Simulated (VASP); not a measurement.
MgB5: relaxation of cell and atoms with PBE

MgB5:

```
CELL_PARAMETERS angstrom
1.94123 1.12077 4.19009
-1.94123 1.12077 4.19009
0.00000 -2.24154 4.19009
ATOMIC_POSITIONS crystal
Mg 0.80370 0.80370 0.80370
B 0.08033 0.57468 0.08033
B 0.08033 0.08033 0.57468
B 0.57468 0.08033 0.08033
B 0.50912 0.50912 0.50912
B 0.37083 0.37083 0.37083
```

The cell was built from a structure type or drawn by symmetry, and may not be a known phase.

```yaml
Program: VASP 6.6.1
Task: relaxation of cell and atoms
Functional: PBE
Potentials_or_basis: VASP PAW PBE potentials, release 64 (Mg, B)
Cutoff: 600 eV
k_mesh: 6 × 6 × 6
Occupations: gaussian, width 0.1 eV
Spin: no spin polarisation
Dipole_correction: no
Further_INCAR_settings: ALGO = Normal; EDIFF = 1e-06; IBRION = 2; EDIFFG = -0.04; NSW = 90; ISIF = 3
```

The relaxed volume is 8.16 Å³/atom. The relaxed cell is a = 4.624 Å, b = 4.624 Å, c = 4.624 Å, α = 47.36°, β = 47.36°, γ = 47.36°. The space group after relaxing (to 0.1 Å) is R3m (No. 160). The energy gained by relaxing is 1129.3 meV/atom, the ionic steps are 16 and the pressure after relaxing is 0.2 GPa. The largest force after relaxing is 0.029 eV/Å and the band gap on the k mesh is zero (an odd number of electrons rules out a gap without spin polarisation).

Forces in eV/Å, atoms in the order of the input:
```
Mg   0.000  0.000 -0.025
B    0.003 -0.002  0.007
B    0.000  0.004  0.007
B   -0.003 -0.002  0.007
B    0.000  0.000  0.029
B    0.000  0.000 -0.025
```

Stress tensor (GPa, compression positive):
```
0.23 0.00 0.00
0.00 0.23 0.00
0.00 0.00 0.04
```

Step by step:
| step | energy change (eV) | largest force (eV/Å) | pressure (GPa) | volume (Å³) |
| --- | --- | --- | --- | --- |
| 1 | 0.0000 | 18.7589 | 16.30 | 54.70 |
| 2 | -1.9841 | 11.9875 | 3.85 | 62.20 |
| 3 | -5.4386 | 2.0180 | -14.97 | 58.16 |
| 4 | -5.4558 | 1.8634 | -14.97 | 58.02 |
| 5 | -5.4657 | 1.8487 | -14.86 | 57.80 |
| 6 | -6.3757 | 1.6329 | -5.48 | 51.71 |
| 7 | -6.6144 | 1.1626 | 9.39 | 47.06 |
| 8 | -6.6194 | 1.2367 | 7.14 | 47.61 |
| 9 | -6.7068 | 1.0122 | 1.00 | 48.68 |
| 10 | -6.7220 | 0.6948 | 2.41 | 48.37 |
| 11 | -6.7697 | 0.2160 | -1.61 | 49.52 |
| 12 | -6.7701 | 0.1525 | -1.31 | 49.42 |
| 13 | -6.7747 | 0.1454 | -0.08 | 49.07 |
| 14 | -6.7751 | 0.1417 | 0.39 | 48.94 |
| 15 | -6.7754 | 0.1435 | 0.02 | 48.97 |
| 16 | -6.7758 | 0.0287 | 0.17 | 48.96 |

Final structure:
```xyz
6
Lattice="1.8573 1.0723 4.0971 -1.8573 1.0723 4.0971 0.0000 -2.1446 4.0971" Properties=species:S:1:pos:R:3 pbc="T T T"
Mg    0.0000    0.0000    9.1379
B    -0.9486    0.5477    3.2325
B     0.0000   -1.0954    3.2325
B     0.9486    0.5477    3.2325
B     0.0000    0.0000    6.3465
B     0.0000    0.0000    4.5503
```

Levels at points of the mesh, in eV from the Fermi level:
```tsv
k point	band 5	band 6	band 7	band 8	band 9	band 10	band 11	band 12
(0.00, 0.00, 0.00)	-5.71	-5.71	-3.36	-3.36	-0.26	0.67	0.67	2.52
(0.50, 0.00, 0.00)	-6.68	-5.76	-4.20	-3.73	-0.32	2.23	3.00	4.76
(0.50, 0.50, 0.00)	-7.37	-7.02	-2.54	-1.33	2.27	2.60	2.63	3.62
(0.50, 0.50, 0.50)	-6.21	-3.01	-2.60	-2.60	-0.60	1.07	1.07	3.17
```

It took 3.1 min on 1 thread of Intel(R) Xeon(R) 6975P-C (Granite Rapids) (shared host), peak memory 0.25 GiB.
